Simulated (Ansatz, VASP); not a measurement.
# InO in VASP and in Ansatz

File INCAR:

```
SYSTEM = InO
PREC = Accurate
ENCUT = 520
EDIFF = 1E-6
ISMEAR = 0
SIGMA = 0.05
LREAL = .False.
LASPH = .True.
NELM = 60
ALGO = Normal
ISIF = 2
LWAVE = .False.
LCHARG = .False.
GGA = PE
NBANDS = 27
```

File KPOINTS:

```
regular mesh
0
Gamma
  12 12 4
  0 0 0
```

File POSCAR:

```
InO
1.0
    3.2628361749      0.0000000000      0.0000000000
   -1.6314180875      2.8256990159      0.0000000000
    0.0000000000      0.0000000000     16.4289879960
In O
2 2
Direct
    0.6666666700      0.3333333300      0.5910940767
    0.6666666700      0.3333333300      0.4089059233
    0.0000000000      0.0000000000      0.6487093794
    0.0000000000      0.0000000000      0.3512906206
```

Input for Ansatz:

```yaml
crystal:
  lattice:
    - [3.2628361749, 0.0, 0.0]
    - [-1.6314180875, 2.8256990159, 0.0]
    - [0.0, 0.0, 16.428987996]
  atoms:
    - { symbol: In, position: [0.66666667, 0.33333333, 0.5910940767] }
    - { symbol: In, position: [0.66666667, 0.33333333, 0.4089059233] }
    - { symbol: O, position: [0.0, 0.0, 0.6487093794] }
    - { symbol: O, position: [0.0, 0.0, 0.3512906206] }
basis:
  ecutwfc: 420
kpoints:
  mp_grid: { grid: [12, 12, 4] }
hamiltonian:
  xc: pbe
scf:
  occupations: { method: gaussian, width: 0.05 }
output:
  forces: true
  stress: true
  eigenvalues: true
```

Alike in both runs: task single point; functional PBE; k mesh 12 × 12 × 4; occupations gaussian, width 0.05 eV; no spin polarisation.

|  | VASP | Ansatz |
| --- | --- | --- |
| version | VASP 6.6.1 | Ansatz 0.2.0 |
| potentials or method | VASP PAW PBE potentials, release 64 (In_d, O), cutoff 520 eV | scalar-relativistic, plane waves, PAW |
| valence electrons in the cell | 38 | 38 |

VASP gave:

- gap on the k mesh at the Fermi level (eV): 0.35
- least direct gap on the mesh (eV): 1.46
- rms of the force components (eV/Å): 0.162

**Question.** Estimate Ansatz's values.

**Answer.** gap on the k mesh at the Fermi level (eV): 0.35; least direct gap on the mesh (eV): 1.47; rms of the force components (eV/Å): 0.164.

Atom by atom the forces differ by 0.024 eV/Å (rms over components). The functional is the same, so the differences come from potentials, cutoffs and numerics.
